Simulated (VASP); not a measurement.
# MgSe (Fm-3m) in VASP: a series of runs, part 2 of 2

VASP 6.6.1. Earlier steps stand in the parts before.

### 3 Relaxation of cell and atoms, LDA

INCAR

```
PREC     = Accurate       # precision mode
ENCUT    = 600            # plane-wave cutoff, eV
EDIFF    = 1E-7           # SCF threshold, eV
ISMEAR   = -1             # smearing method
SIGMA    = 0.02           # smearing width, eV
LREAL    = False          # projectors in reciprocal space
LASPH    = True           # aspherical terms in the spheres
NELM     = 120            # most SCF steps
ALGO     = Normal         # electronic algorithm
ISIF     = 3              # what is computed and relaxed
LWAVE    = False          # write WAVECAR
LCHARG   = False          # write CHGCAR
GGA      = CA             # functional
IBRION   = 2              # ionic algorithm
NSW      = 80             # ionic steps
EDIFFG   = -0.005         # ionic threshold
GGA_COMPAT= False        
NELMIN   = 4
```

KPOINTS

```
Automatic mesh
0
Gamma
  8 8 8
```

POSCAR

```
MgSe
1.0
    0.0000000000      2.7544736808      2.7544736808
    2.7544736808      0.0000000000      2.7544736808
    2.7544736808      2.7544736808      0.0000000000
Mg Se
1 1
Direct
    0.0000000000      0.0000000000      0.0000000000
    0.5000000000      0.5000000000      0.5000000000
```

Potentials or basis: VASP PAW LDA potentials, release 64 (Mg, Se).

Run with:

```console
> cat potpaw_LDA.64/Mg/POTCAR potpaw_LDA.64/Se/POTCAR > POTCAR
> mpirun -np 1 vasp_std > vasp.out
```

OUTCAR:

```text
PREC = Accurate
   ENCUT = 600
   EDIFF = 1E-7
   ISMEAR = -1
   LREAL = False
   LASPH = True
   NELM = 120
   ISIF = 3
   GGA = CA
   IBRION = 2
   NSW = 80
   EDIFFG = -0.005
   NELMIN = 4

 ion  position               nearest neighbor table
   1  0.000  0.000  0.000-   2 2.75   2 2.75   2 2.75   2 2.75   2 2.75   2 2.75
   2  0.500  0.500  0.500-   1 2.75   1 2.75   1 2.75   1 2.75   1 2.75   1 2.75

  LATTYP: Found a face centered cubic cell.
 ALAT       =     5.5089473616

  Lattice vectors:

 A1 = (   0.0000000000,   2.7544736808,   2.7544736808)
 A2 = (   2.7544736808,   0.0000000000,   2.7544736808)
 A3 = (   2.7544736808,   2.7544736808,   0.0000000000)

Analysis of symmetry for initial positions (statically):
=====================================================================
 Subroutine PRICEL returns:
 Original cell was already a primitive cell.

 Routine SETGRP: Setting up the symmetry group for a
 face centered cubic supercell.

 Subroutine GETGRP returns: Found 48 space group operations
 (whereof 48 operations were pure point group operations)
 out of a pool of 48 trial point group operations.

The static configuration has the point symmetry O_h .

Analysis of symmetry for dynamics (positions and initial velocities):
=====================================================================
 Subroutine PRICEL returns:
 Original cell was already a primitive cell.

 Routine SETGRP: Setting up the symmetry group for a
[... 145 lines left out ...]

 number of electron       7.9999999 magnetization

 Free energy of the ion-electron system (eV)
  ---------------------------------------------------
  ext. energy  EPLUGINS =         0.00000000
  ---------------------------------------------------
  free energy    TOTEN  =        -8.56275800 eV

  energy without entropy =       -8.56275800  energy(sigma->0) =       -8.56275800

 E-fermi :   3.3344     XC(G=0):  -9.6233

 val. band max:        2.8999444164   @ k =   0.0000   0.0000   0.0000
 cond. band min:       4.4958852621   @ k =   0.5000   0.5000   0.0000
 fundamental gap:      1.5959408457
 Fermi energy:         3.3344123076

 k-point     1 :       0.0000    0.0000    0.0000
  band No.  band energies     occupation
      1      -9.8974      2.00000
      2       2.8999      2.00000
      3       2.8999      2.00000
      4       2.8999      2.00000
      5       5.0929      0.00000
      6      10.2698      0.00000
      7      10.2698      0.00000
      8      10.2698      0.00000
[... 324 lines left out ...]
--------------------------------------- Ionic step        3  -------------------------------------------

 number of electron       8.0000000 magnetization

 Free energy of the ion-electron system (eV)
  ---------------------------------------------------
  ext. energy  EPLUGINS =         0.00000000
  ---------------------------------------------------
  free energy    TOTEN  =        -8.60154270 eV

  energy without entropy =       -8.60154270  energy(sigma->0) =       -8.60154270

 E-fermi :   3.9160     XC(G=0):  -9.9023

 val. band max:        3.4986043824   @ k =   0.0000   0.0000   0.0000
 cond. band min:       5.2086712942   @ k =   0.5000   0.5000   0.0000
 fundamental gap:      1.7100669118
 Fermi energy:         3.9159769113

 k-point     1 :       0.0000    0.0000    0.0000
  band No.  band energies     occupation
      1      -9.6836      2.00000
      2       3.4986      2.00000
      3       3.4986      2.00000
      4       3.4986      2.00000
      5       6.1545      0.00000
      6      10.8428      0.00000
      7      10.8428      0.00000
      8      10.8428      0.00000
[... 282 lines left out ...]
  FREE ENERGIE OF THE ION-ELECTRON SYSTEM (eV)
  ---------------------------------------------------
  free  energy   TOTEN  =        -8.6015427021 eV

  energy  without entropy=       -8.6015427021  energy(sigma->0) =       -8.60154270

 reached required accuracy - stopping structural energy minimisation
```

OSZICAR:

```text
N       E                     dE             d eps       ncg     rms          rms(c)
DAV:   1     0.263481923267E+02    0.26348E+02   -0.37248E+03   464   0.888E+02
DAV:   2    -0.759712924167E+01   -0.33945E+02   -0.33216E+02   584   0.103E+02
DAV:   3    -0.891157019044E+01   -0.13144E+01   -0.13144E+01   560   0.280E+01
[... 22 lines left out ...]
DAV:   2    -0.860200436375E+01    0.28934E-02   -0.70976E-03   480   0.437E-01    0.108E-01
DAV:   3    -0.860156679915E+01    0.43756E-03   -0.21232E-03   528   0.241E-01    0.578E-02
DAV:   4    -0.860154960767E+01    0.17191E-04   -0.19542E-05   512   0.358E-02    0.352E-02
DAV:   5    -0.860154274850E+01    0.68592E-05   -0.45479E-06   536   0.178E-02    0.602E-03
DAV:   6    -0.860154270212E+01    0.46382E-07   -0.28726E-08   360   0.159E-03
   3 F= -.86015427E+01 E0= -.86015427E+01  d E =-.387847E-01
```

Wall time 69 s (1 thread of Intel Xeon 8259CL, shared host); peak memory 0.17 GiB.

What came out:

- Free energy: -8.6015 eV
- Relaxed volume: 19.50 Å³/atom
- Relaxed cell: a = 3.807 Å, b = 3.807 Å, c = 3.807 Å, α = 60.00°, β = 60.00°, γ = 60.00°
- Space group after relaxing (to 0.1 Å): Fm-3m (No. 225)
- Energy gained by relaxing: 19.4 meV/atom
- Ionic steps: 3
- Pressure after relaxing: 0.0 GPa
- Band gap on the k mesh: 1.71 eV (least direct gap 2.66 eV)

Step by step:
```
step  energy change (eV)  largest force (eV/Å)  pressure (GPa)  volume (Å³)
   1              0.0000                0.0000           -4.21        41.80
   2             -0.0376                0.0000            0.83        38.57
   3             -0.0388                0.0000            0.00        39.01
```

Final structure:
```xyz
2
Lattice="0.0000 2.6918 2.6918 2.6918 0.0000 2.6918 2.6918 2.6918 0.0000" Properties=species:S:1:pos:R:3 pbc="T T T"
Mg    0.0000    0.0000    0.0000
Se    2.6918    2.6918    2.6918
```

Levels at points of the mesh, in eV from the valence-band top:
```csv
k point,band 1,band 2,band 3,band 4,band 5,band 6,band 7,band 8
"(0.00, 0.00, 0.00)",-13.18,0.00,0.00,0.00,2.66,7.34,7.34,7.34
"(0.50, 0.00, 0.00)",-11.97,-5.20,-0.63,-0.63,3.75,6.04,6.04,8.70
"(0.50, 0.50, 0.00)",-11.62,-4.50,-1.89,-1.89,1.71,3.78,11.96,12.33
```

### 4 Single point, HSE06

This run uses another cell than the first one, of 20.49 Å³/atom.

POSCAR

```
MgSe
1.0
    0.0000000000      2.7362756101      2.7362756101
    2.7362756101      0.0000000000      2.7362756101
    2.7362756101      2.7362756101      0.0000000000
Mg Se
1 1
Direct
    0.0000000000      0.0000000000      0.0000000000
    0.5000000000      0.5000000000      0.5000000000
```

INCAR.step1

```
SYSTEM = MgSe
ALGO     = Normal         ! electronic algorithm
EDIFF    = 1E-5           ! SCF threshold, eV
ENCUT    = 520            ! plane-wave cutoff, eV
GGA      = PE             ! functional
GGA_COMPAT= .FALSE.      
ISIF     = 2              ! what is computed and relaxed
ISMEAR   = 0              ! smearing method
LASPH    = .TRUE.         ! aspherical terms in the spheres
LREAL    = .FALSE.        ! projectors in reciprocal space
LWAVE    = .TRUE.         ! write WAVECAR
NBANDS   = 11             ! bands
NELM     = 120            ! most SCF steps
PREC     = Accurate       ! precision mode
SIGMA    = 0.01           ! smearing width, eV
```

INCAR.step2

```
SYSTEM = MgSe
ALGO     = Normal         ! electronic algorithm
EDIFF    = 1E-6           ! SCF threshold, eV
ENCUT    = 520            ! plane-wave cutoff, eV
GGA      = PE             ! functional
GGA_COMPAT= .FALSE.      
HFSCREEN = 0.2079         ! screening, 1/A
ISIF     = 2              ! what is computed and relaxed
ISMEAR   = 0              ! smearing method
ISTART   = 1            
LASPH    = .TRUE.         ! aspherical terms in the spheres
LCHARG   = .TRUE.         ! write CHGCAR
LELF     = .TRUE.         ! ELF
LHFCALC  = .TRUE.         ! exact exchange
LREAL    = .FALSE.        ! projectors in reciprocal space
LVHAR    = .TRUE.       
LWAVE    = .FALSE.        ! write WAVECAR
NBANDS   = 11             ! bands
NELM     = 120            ! most SCF steps
PREC     = Accurate       ! precision mode
PRECFOCK = Normal       
SIGMA    = 0.01           ! smearing width, eV
```

KPOINTS

```
k-points
0
G
  6 6 6
  0 0 0
```

Potentials or basis: VASP PAW PBE potentials, release 64 (Mg, Se).

Run with:

```console
> cat potpaw_PBE.64/Mg/POTCAR potpaw_PBE.64/Se/POTCAR > POTCAR
> cp INCAR.step1 INCAR
> mpirun -np 1 vasp_std > vasp.out
> cp INCAR.step2 INCAR
> mpirun -np 1 vasp_std > vasp.out
```

Wall time 56 min (1 thread of Intel Xeon 8259CL, shared host); peak memory 0.3 GiB.

The run converged. Its results:

```yaml
Free_energy: -8.7653 eV
Pressure: -0.6 GPa
Band_gap_on_the_k_mesh: 2.62 eV (least direct gap 3.50 eV)
```

Levels at points of the mesh, in eV from the valence-band top:
```tsv
k point	band 2	band 3	band 4	band 5	band 6	band 7
(0.00, 0.00, 0.00)	0.00	0.00	0.00	3.50	8.44	8.44
(0.50, 0.00, 0.00)	-5.32	-0.62	-0.62	4.72	7.09	7.09
(0.50, 0.50, 0.00)	-4.59	-1.92	-1.92	2.62	4.83	13.02
```

Caveat: the PAW data sets were made with another functional, which shifts forces and pressure a little. A k mesh can miss the band edges.

### 5 Summary

| task | level | potentials or basis | cell | k mesh | cutoff (eV) | smearing | grid for exact exchange (PRECFOCK) | share of exact exchange | screening parameter | gap on the mesh (eV) | pressure (GPa) | relaxed volume (Å³/atom) |
| --- | --- | --- | --- | --- | --- | --- | --- | --- | --- | --- | --- | --- |
| relaxation of cell and atoms | PBEsol | VASP PAW PBE potentials, release 64 (Mg, Se) | relaxed from a = 3.895 Å, angles 60.0°, 2 atoms | 8 × 8 × 8 | 600 | fermi-dirac 0.02 eV | - | - | - | 1.76 | 0.0 | 20.21 |
| relaxation of cell and atoms | LDA | VASP PAW LDA potentials, release 64 (Mg, Se) | relaxed from a = 3.895 Å, angles 60.0°, 2 atoms | 8 × 8 × 8 | 600 | fermi-dirac 0.02 eV | - | - | - | 1.71 | 0.0 | 19.50 |
| single point | HSE06 | VASP PAW PBE potentials, release 64 (Mg, Se) | a = 3.870 Å, angles 60.0°, 2 atoms | 6 × 6 × 6 | 520 | gaussian 0.01 eV | Normal | 0.25 | 0.2079 1/Å | 2.62 | -0.6 | - |

Alike in all rows: no spin polarisation.

Caveats: the PAW data sets were made with another functional, which shifts forces and pressure a little (at least some runs).

Total energies depend on the potentials used, so only differences within one code and one set of settings carry meaning.
